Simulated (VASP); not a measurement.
A run of VASP 6.6.1:

The input INCAR:

```
ALGO = Normal
EDIFF = 1E-8
ENCUT = 520
GGA = PS
ISIF = 2
ISMEAR = -1
LASPH = True
LCHARG = False
LEFG = True
LREAL = False
LWAVE = False
NBANDS = 21
NELM = 80
PREC = Accurate
SIGMA = 0.03
```

File KPOINTS:

```
k-points
0
Gamma
  14 14 8
```

POSCAR

```
Ru
1.0
    2.6246253542      0.0000000000      0.0000000000
   -1.3123126771      2.2729922322      0.0000000000
    0.0000000000      0.0000000000      4.2819000000
Ru
2
Direct
    0.3333333333      0.6666666667      0.2500000000
    0.6666666667      0.3333333333      0.7500000000
```

Potentials or basis: VASP PAW PBE potentials, release 64 (Ru_pv).

Launch:

```bash
$ cat potpaw_PBE.64/Ru_pv/POTCAR > POTCAR
$ mpirun -np 1 vasp_std > vasp.out
```

Hardware: 1 thread of AMD EPYC 7R13, with other jobs on the host.

Q: How long does it take, and how much memory?

A: Run time: 75 s on 1 thread of AMD EPYC 7R13 (shared host), peak memory 0.14 GiB. Counts: scf iterations 13, k points 120.
